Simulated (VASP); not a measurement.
# Mg3ZnS4 (P1) in VASP: relaxation of cell and atoms with PBE

Aim: the relaxation of cell and atoms of Mg3ZnS4 with PBE.

All numbers are computed with VASP 6.6.1; they aren't measurements. Logs are shortened: lines on timing, memory, paths and dates and some standing lists are left out, and cuts for length are marked.

### 1 The cell of the first run

The typed cell holds 8 atoms: a = 3.624 Å, b = 6.343 Å, c = 6.384 Å, α = 109.15°, β = 89.69°, γ = 88.94°.

### 2 Relaxation of cell and atoms, PBE

Contents of INCAR:

```
SYSTEM = Mg3ZnS4
PREC = Accurate ; ENCUT = 600
EDIFF = 1E-7 ; ISMEAR = 0
SIGMA = 0.1 ; LREAL = .FALSE.
LASPH = .TRUE. ; NELM = 100
ALGO = Normal ; ISIF = 3
LWAVE = .FALSE. ; LCHARG = .FALSE.
GGA = PE ; IBRION = 2
NSW = 80 ; EDIFFG = -0.025
```

Contents of KPOINTS:

```
Automatic mesh
0
G
  4 2 2
  0 0 0
```

Contents of POSCAR:

```
Mg3ZnS4
1.0
    0.0378024624     -0.0147039276      3.6240924567
    3.6702936462     -5.1725493414      0.0586162584
    3.7059687909      5.1976781602      0.0169097727
Mg Zn S
3 1 4
Direct
    0.5027043411      1.0420444234      0.5032015686
    0.4855286213      0.4646826442      1.0305470489
   -0.0487560282      0.5184871036      0.4888662738
    0.0600721327     -0.0510754209      0.0040256550
    0.0011652611      0.7605642486      0.2529726654
    0.4837722022      0.7686968862      0.7230352933
    0.5211860203      0.2517364431      0.2351837849
   -0.0056725506      0.2448636719      0.7621677102
```

Potentials or basis: VASP PAW PBE potentials, release 64 (Mg, Zn, S).

Launch:

```
> cat potpaw_PBE.64/Mg/POTCAR potpaw_PBE.64/Zn/POTCAR potpaw_PBE.64/S/POTCAR > POTCAR
> mpirun -np 1 vasp_std > vasp.out
```

OUTCAR:

```text
SYSTEM = Mg3ZnS4
   PREC = Accurate
   ENCUT = 600
   EDIFF = 1E-7
   ISMEAR = 0
   LREAL = .FALSE.
   LASPH = .TRUE.
   NELM = 100
   ISIF = 3
   GGA = PE
   IBRION = 2
   NSW = 80
   EDIFFG = -0.025

 ion  position               nearest neighbor table
   1  0.503  0.042  0.503-   7 2.49   8 2.50   8 2.51   6 2.57   5 2.64   5 2.71   3 3.49   2 3.55
                             3 3.62   3 3.64
   2  0.486  0.465  0.031-   7 2.17   8 2.57   8 2.57   5 2.59   5 2.73   6 3.17   3 3.31   3 3.42
                             1 3.55
   3  0.951  0.518  0.489-   6 2.44   5 2.49   7 2.50   6 2.66   7 2.79   8 2.84   2 3.31   2 3.42
                             1 3.49   1 3.62   1 3.64
   4  0.060  0.949  0.004-   5 2.29   6 2.33   7 2.64   7 2.77   6 2.77   8 2.80
   5  0.001  0.761  0.253-   4 2.29   3 2.49   2 2.59   1 2.64   1 2.71   2 2.73
   6  0.484  0.769  0.723-   4 2.33   3 2.44   1 2.57   3 2.66   4 2.77   2 3.17
   7  0.521  0.252  0.235-   2 2.17   1 2.49   3 2.50   4 2.64   4 2.77   3 2.79
   8  0.994  0.245  0.762-   1 2.50   1 2.51   2 2.57   2 2.57   4 2.80   3 2.84

  LATTYP: Found a triclinic cell.
 ALAT       =     3.6243194349
 B/A-ratio  =     2.6329700133
 C/A-ratio  =     2.2861864933
 COS(alpha) =     0.0000129295
 COS(beta)  =     0.4557970125
 COS(gamma) =     0.7472456380

  Lattice vectors:

 A1 = (  -0.0378024624,   0.0147039276,  -3.6240924567)
 A2 = (   3.5946887214,  -5.1431414862,  -7.1895686550)
 A3 = (  -7.4140648995,  -0.0104248912,  -3.6996184878)

Analysis of symmetry for initial positions (statically):
=====================================================================
 Subroutine PRICEL returns:
 Original cell was already a primitive cell.

 Routine SETGRP: Setting up the symmetry group for a
 triclinic supercell.

 Subroutine GETGRP returns: Found  1 space group operations
 (whereof  1 operations were pure point group operations)
 out of a pool of  2 trial point group operations.

The static configuration has the point symmetry C_1 .

Analysis of symmetry for dynamics (positions and initial velocities):
=====================================================================
 Subroutine PRICEL returns:
 Original cell was already a primitive cell.

 Routine SETGRP: Setting up the symmetry group for a
 triclinic supercell.

 Subroutine GETGRP returns: Found  1 space group operations
 (whereof  1 operations were pure point group operations)
 out of a pool of  2 trial point group operations.

The dynamic configuration has the point symmetry C_1 .

 Subroutine INISYM returns: Found  1 space group operations
 (whereof  1 operations are pure point group operations),
 and found     1 'primitive' translations

[... 114 lines left out ...]
  volume/ion in A,a.u.               =      17.32       116.91
  Fermi-wavevector in a.u.,A,eV,Ry     =   1.099629  2.077997 16.451946  1.209184
  Thomas-Fermi vector in A             =   2.236027
   LORBIT       =      0    0 simple, 1 ext, 2 COOP (PROOUT), +10 PAW based schemes
   GGA     = PE    functional components
   LHFCALC =     F    Hartree Fock is set to
   AEXX    =    0.0000 exact exchange contribution
   IVDW    =     0    specifies the selected vdW correction
   LEPSILON=     F    determine dielectric tensor
   LRPA    =     F    only Hartree local field effects (RPA)
 conjugate gradient relaxation of ions
 non-spin polarized calculation
 Gauss-broadening in eV      SIGMA  =   0.10
  energy-cutoff  :      600.00
  volume of cell :      138.59
 maximum number of plane-waves:      4651
 NGX is ok and might be reduce to    30
   NGX = 15   NGY = 25   NGZ = 25

--------------------------------------- Ionic step        1  -------------------------------------------

 number of electron      41.9999999 magnetization

 Free energy of the ion-electron system (eV)
  ---------------------------------------------------
  ext. energy  EPLUGINS =         0.00000000
  ---------------------------------------------------
  free energy    TOTEN  =       -30.56737559 eV

  energy without entropy =      -30.56737559  energy(sigma->0) =      -30.56737559

------------------------ aborting loop because EDIFF is reached ----------------------------------------

  FORCE on cell =-STRESS in cart. coord.  units (eV):
  Direction    XX          YY          ZZ          XY          YZ          ZX
  --------------------------------------------------------------------------------------
  -------------------------------------------------------------------------------------
  Total        1.6247655      8.0784389      3.1940987      0.0956134      0.5354521     -0.9275110
  in kB       18.7830473     93.3905211     36.9252702      1.1053358      6.1900757    -10.7224592
  external PRESSURE =      49.6996128 kB  Pullay stress =       0.0000000 kB
[... 107 lines left out ...]
  FREE ENERGIE OF THE ION-ELECTRON SYSTEM (eV)
  ---------------------------------------------------
  free  energy   TOTEN  =       -31.0970995438 eV

  energy  without entropy=      -31.0970995438  energy(sigma->0) =      -31.09709954

 E-fermi :   3.9198     XC(G=0):  -9.7517

 val. band max:        3.4299364719   @ k =   0.0000   0.0000   0.0000
 cond. band min:       4.5948818948   @ k =   0.5000   0.5000   0.5000
 fundamental gap:      1.1649454229
 Fermi energy:         3.9198393951

 k-point     1 :       0.0000    0.0000    0.0000
  band No.  band energies     occupation
      1      -9.3580      2.00000
      2      -8.1156      2.00000
      3      -8.0683      2.00000
      4      -7.7864      2.00000
      5      -2.7316      2.00000
      6      -2.6872      2.00000
[... 337 lines left out ...]
     25       7.6519      0.00000
     26       7.8844      0.00000

[... ionic steps 4 to 18 ...]

--------------------------------------- Ionic step       19  -------------------------------------------

 number of electron      41.9999998 magnetization

------------------------ aborting loop because EDIFF is reached ----------------------------------------
[... 79 lines left out ...]
--------------------------------------- Ionic step       21  -------------------------------------------

 number of electron      42.0000005 magnetization

 Free energy of the ion-electron system (eV)
  ---------------------------------------------------
  ext. energy  EPLUGINS =         0.00000000
  ---------------------------------------------------
  free energy    TOTEN  =       -31.52916555 eV

  energy without entropy =      -31.52916555  energy(sigma->0) =      -31.52916555

 E-fermi :   4.0757     XC(G=0):  -9.8923

 val. band max:        3.5718888088   @ k =   0.2500   0.0000   0.0000
 cond. band min:       4.8487840528   @ k =   0.5000   0.5000   0.5000
 fundamental gap:      1.2768952439
 Fermi energy:         4.0756796357

 k-point     1 :       0.0000    0.0000    0.0000
  band No.  band energies     occupation
      1      -9.2191      2.00000
      2      -7.8782      2.00000
      3      -7.8159      2.00000
      4      -7.5491      2.00000
      5      -2.4483      2.00000
      6      -2.3914      2.00000
[... 372 lines left out ...]
  FREE ENERGIE OF THE ION-ELECTRON SYSTEM (eV)
  ---------------------------------------------------
  free  energy   TOTEN  =       -31.5291655505 eV

  energy  without entropy=      -31.5291655505  energy(sigma->0) =      -31.52916555

 reached required accuracy - stopping structural energy minimisation
```

OSZICAR:

```text
N       E                     dE             d eps       ncg     rms          rms(c)
DAV:   1     0.282681438345E+03    0.28268E+03   -0.18665E+04   624   0.170E+03
DAV:   2    -0.761475332117E+00   -0.28344E+03   -0.27439E+03   728   0.330E+02
DAV:   3    -0.318315583473E+02   -0.31070E+02   -0.30916E+02   726   0.107E+02
[... 221 lines left out ...]
DAV:   4    -0.315291673597E+02    0.11898E-03   -0.19711E-04   798   0.112E-01    0.240E-02
DAV:   5    -0.315291655343E+02    0.18255E-05   -0.49424E-05   792   0.478E-02    0.177E-02
DAV:   6    -0.315291656675E+02   -0.13326E-06   -0.46999E-06   830   0.172E-02    0.120E-02
DAV:   7    -0.315291655287E+02    0.13880E-06   -0.64058E-07   766   0.677E-03    0.565E-03
DAV:   8    -0.315291655505E+02   -0.21771E-07   -0.24360E-07   562   0.385E-03
  21 F= -.31529166E+02 E0= -.31529166E+02  d E =-.739789E-03
```

Wall time 8.3 min (1 thread of Intel Xeon 6975P-C (Granite Rapids), shared host); peak memory 0.32 GiB.

What came out:

- Free energy: -31.5292 eV
- Relaxed volume: 17.58 Å³/atom
- Relaxed cell: a = 3.679 Å, b = 6.370 Å, c = 6.371 Å, α = 109.58°, β = 89.83°, γ = 89.90°
- Space group after relaxing (to 0.05 Å): C2/m (No. 12)
- Energy gained by relaxing: 120.2 meV/atom
- Ionic steps: 21
- Pressure after relaxing: 0.0 GPa
- Largest force after relaxing: 0.024 eV/Å
- Band gap on the k mesh: 1.28 eV, indirect (least direct gap 1.47 eV)

Forces on the atoms (eV/Å):
```
Mg  -0.007 -0.014  0.000
Mg   0.006 -0.010  0.008
Mg  -0.004 -0.006 -0.010
Zn  -0.001 -0.006  0.007
S    0.012 -0.001 -0.008
S   -0.012  0.020 -0.005
S    0.010 -0.006  0.006
S   -0.003  0.023  0.001
```

The path:
| step | energy change (eV) | largest force (eV/Å) | pressure (GPa) | volume (Å³) |
| --- | --- | --- | --- | --- |
| 1 | 0.0000 | 2.9647 | 4.97 | 138.59 |
| 2 | -0.5248 | 0.6127 | -2.48 | 149.59 |
| 3 | -0.5297 | 0.6554 | -1.84 | 148.25 |
| 4 | -0.6411 | 0.5790 | -0.50 | 144.86 |
| 5 | -0.7094 | 0.6029 | 2.17 | 139.48 |
| 6 | -0.7786 | 0.4981 | 1.50 | 140.17 |
| 7 | -0.8395 | 0.5214 | 0.33 | 141.72 |
| 8 | -0.8782 | 0.3653 | -0.29 | 142.52 |
| 9 | -0.9039 | 0.2181 | -1.25 | 143.92 |
| 10 | -0.9275 | 0.2328 | 0.13 | 141.02 |
| 11 | -0.9284 | 0.2393 | 0.47 | 140.36 |
| 12 | -0.9438 | 0.1746 | 0.38 | 140.31 |
| 13 | -0.9533 | 0.0737 | 0.32 | 140.24 |
| 14 | -0.9565 | 0.0586 | -0.36 | 141.45 |
| 15 | -0.9566 | 0.0601 | -0.26 | 141.27 |
| 16 | -0.9582 | 0.0589 | 0.04 | 140.70 |
| 17 | -0.9582 | 0.0588 | 0.07 | 140.65 |
| 18 | -0.9593 | 0.0503 | 0.05 | 140.67 |
| 19 | -0.9610 | 0.0444 | 0.00 | 140.74 |
| 20 | -0.9611 | 0.0465 | -0.02 | 140.76 |
| 21 | -0.9618 | 0.0244 | 0.02 | 140.66 |

Final structure:
```yaml
crystal:
  lattice:
    - [0.00730, 0.00090, 3.67879]
    - [3.67317, -5.20423, 0.00479]
    - [3.67277, 5.20571, 0.01076]
  atoms:
    - { symbol: Mg, position: [0.50004, 0.00011, 0.50055] }
    - { symbol: Mg, position: [0.49934, 0.49919, 0.99960] }
    - { symbol: Mg, position: [0.00097, 0.50024, 0.50024] }
    - { symbol: Zn, position: [0.99927, 0.99914, 0.00121] }
    - { symbol: S, position: [0.00047, 0.74755, 0.25138] }
    - { symbol: S, position: [0.49179, 0.75929, 0.75800] }
    - { symbol: S, position: [0.50847, 0.24152, 0.24172] }
    - { symbol: S, position: [0.99965, 0.25296, 0.74730] }
```

Caveat: the k points lie up to 0.52 Å⁻¹ apart in the final cell. A k mesh can miss the band edges.
